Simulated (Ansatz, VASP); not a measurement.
# One calculation of YN, two programs

Contents of INCAR:

```
SYSTEM = YN
PREC = Accurate
ENCUT = 520
EDIFF = 1E-8
ISMEAR = -1
SIGMA = 0.03
LREAL = .False.
LASPH = .True.
NELM = 120
ALGO = Normal
ISIF = 2
LWAVE = .False.
LCHARG = .False.
GGA = CA
LEFG = .True.
NBANDS = 15
GGA_COMPAT = .False.
```

Contents of KPOINTS:

```
Automatic mesh
0
Gamma
  11 11 11
  0 0 0
```

File POSCAR:

```
YN
1.0
    0.0000000000      2.4385000000      2.4385000000
    2.4385000000      0.0000000000      2.4385000000
    2.4385000000      2.4385000000      0.0000000000
Y N
1 1
Direct
    0.0000000000      0.0000000000      0.0000000000
    0.5000000000      0.5000000000      0.5000000000
```

Input for Ansatz:

```yaml
crystal:
  lattice:
    - [0.0, 2.4385, 2.4385]
    - [2.4385, 0.0, 2.4385]
    - [2.4385, 2.4385, 0.0]
  atoms:
    - { symbol: "Y", position: [0.0, 0.0, 0.0] }
    - { symbol: "N", position: [0.5, 0.5, 0.5] }
kpoints:
  mp_grid: { grid: [11, 11, 11] }
  band_path:
    path:
      - [0.0, 0.0, 0.0]
      - [0.5, 0.0, 0.5]
      - [0.625, 0.25, 0.625]
      - [0.375, 0.375, 0.75]
      - [0.0, 0.0, 0.0]
      - [0.5, 0.5, 0.5]
      - [0.5, 0.25, 0.75]
      - [0.5, 0.0, 0.5]
    npoints: 14
scf:
  occupations: { method: fermi_dirac, width: 0.03 }
hamiltonian:
  xc: lda
  pseudopotentials: { kind: paw }
output:
  forces: true
  stress: true
  eigenvalues: true
  efg: { contact_densities: true }
  populations: true
  bader: true
  dos: { projected: true, de: 0.2, e_range: [-14, 8] }
  write_density: true
  write_potential: true
  elf: true
  volumetric_format: npy
```

Alike in both runs: task electric field gradients; functional LDA; k mesh 11 × 11 × 11; occupations fermi-dirac, width 0.03 eV; no spin polarisation.

|  | VASP | Ansatz |
| --- | --- | --- |
| version | VASP 6.6.1 | Ansatz 0.2.0 |
| potentials or method | VASP PAW LDA potentials, release 64 (Y_sv, N) | PAW with Ansatz's default frozen-core files, scalar-relativistic |
| plane-wave cutoff (eV) | 520 | 420 |
| valence electrons in the cell | 16 | 16 |

Ansatz gave:

- pressure (GPa): -6.0

**Question.** Which values does VASP return?

**Answer.** Pressure (GPa): -5.8.

LDA's correlation is that of Perdew and Zunger in VASP and of Perdew and Wang (1992) in Ansatz.
